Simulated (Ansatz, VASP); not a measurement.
# SiC in VASP and in Ansatz

```
Si C
1.0
     3.32121    0.00000    0.00000
    -1.66061    2.87625    0.00000
     0.00000    0.00000    5.45202
Si C
2 2
Direct
  0.33333 0.66667 0.00460
  0.66667 0.33333 0.50460
  0.33333 0.66667 0.38040
  0.66667 0.33333 0.88040
```

Change from the starting cell: strain +0.080 along x and y, +0.080 along z, atoms carried along.

Alike in both runs: task single point; functional r2SCAN; k mesh 12 × 12 × 6; occupations gaussian, width 0.05 eV; no spin polarisation.

|  | VASP | Ansatz |
| --- | --- | --- |
| version | VASP 6.6.1 | Ansatz 0.2.0 |
| potentials or method | VASP PAW PBE potentials, release 64 (Si, C), cutoff 520 eV | scalar-relativistic, plane waves, PAW |
| valence electrons in the cell | 16 | 16 |

```csv
,VASP,Ansatz,Ansatz less VASP
gap on the k mesh at the Fermi level (eV),2.77,2.76,-0.003
least direct gap on the mesh (eV),3.43,3.42,-0.005
pressure (GPa),-33.2,-33.1,+0.05
"traceless stress, the component that is largest in VASP (GPa)",0.53,0.53,-0.003
rms of the force components (eV/Å),0.021,0.022,+0.0004
```

VASP's potentials were made for PBE, not for r2SCAN. Atom by atom the forces differ by 0.000 eV/Å (rms over components). Both programs put the cell under strong tension, so it lies far from rest at this level. The functional is the same, so the differences come from potentials, cutoffs and numerics.

Noted on VASP's run: the cell as given lies far from equilibrium.
